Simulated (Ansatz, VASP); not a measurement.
CdSe in VASP and in Ansatz

Contents of INCAR:

```
  PREC = Accurate
  ENCUT = 500
  EDIFF = 1E-6
  ISMEAR = 0
  SIGMA = 0.02
  LREAL = False
  LASPH = True
  NELM = 120
  ALGO = Normal
  ISIF = 2
  LWAVE = False
  LCHARG = False
  GGA = PE
  NBANDS = 26
  GGA_COMPAT = False
```

Contents of KPOINTS:

```
Automatic mesh
0
Gamma
  9 9 4
```

File POSCAR:

```
CdSe
1.0
    4.3548102631      0.0779747884     -0.0309921844
   -2.1098769839      3.7574048623     -0.0354292143
   -0.0505795920     -0.0959679360      6.9202141920
Cd Se
2 2
Direct
    0.6654120068      0.3291722744     -0.0052243699
    0.3354146060      0.6663067042      0.4984562094
    0.6688529787      0.3353749116      0.3771054282
    0.3303204085      0.6691461098      0.8796641578
```

Input for Ansatz:

```yaml
crystal:
  lattice:
    - [4.3548102631, 0.0779747884, -0.0309921844]
    - [-2.1098769839, 3.7574048623, -0.0354292143]
    - [-0.050579592, -0.095967936, 6.920214192]
  atoms:
    - { symbol: Cd, position: [0.6654120068, 0.3291722744, -0.0052243699] }
    - { symbol: Cd, position: [0.335414606, 0.6663067042, 0.4984562094] }
    - { symbol: Se, position: [0.6688529787, 0.3353749116, 0.3771054282] }
    - { symbol: Se, position: [0.3303204085, 0.6691461098, 0.8796641578] }
basis:
  ecutwfc: 420
kpoints:
  mp_grid: { grid: [9, 9, 4] }
hamiltonian:
  xc: pbe
scf:
  occupations: { method: gaussian, width: 0.02 }
output:
  forces: true
  stress: true
  eigenvalues: true
```

Change from the starting cell: all atoms moved at random, cell strained at random.

Alike in both runs: task single point; functional PBE; k mesh 9 × 9 × 4; occupations gaussian, width 0.02 eV; no spin polarisation.

```csv
,VASP,Ansatz
version,VASP 6.6.1,Ansatz 0.2.0
potentials or method,"VASP PAW PBE potentials, release 64 (Cd, Se), cutoff 500 eV","scalar-relativistic, plane waves, PAW"
valence electrons in the cell,36,72
```

```csv
,VASP,Ansatz,Ansatz less VASP
gap on the k mesh at the Fermi level (eV),0.59,0.59,+0.002
least direct gap on the mesh (eV),0.59,0.59,+0.002
pressure (GPa),2.3,2.0,-0.29
"traceless stress, the component that is largest in VASP (GPa)",-1.03,-1.02,+0.018
rms of the force components (eV/Å),0.148,0.142,-0.0053
```

Atom by atom the forces differ by 0.005 eV/Å (rms over components). VASP's potentials hold 36 valence electrons a cell and Ansatz's 72, so a difference there can come from the potentials and not from the codes.
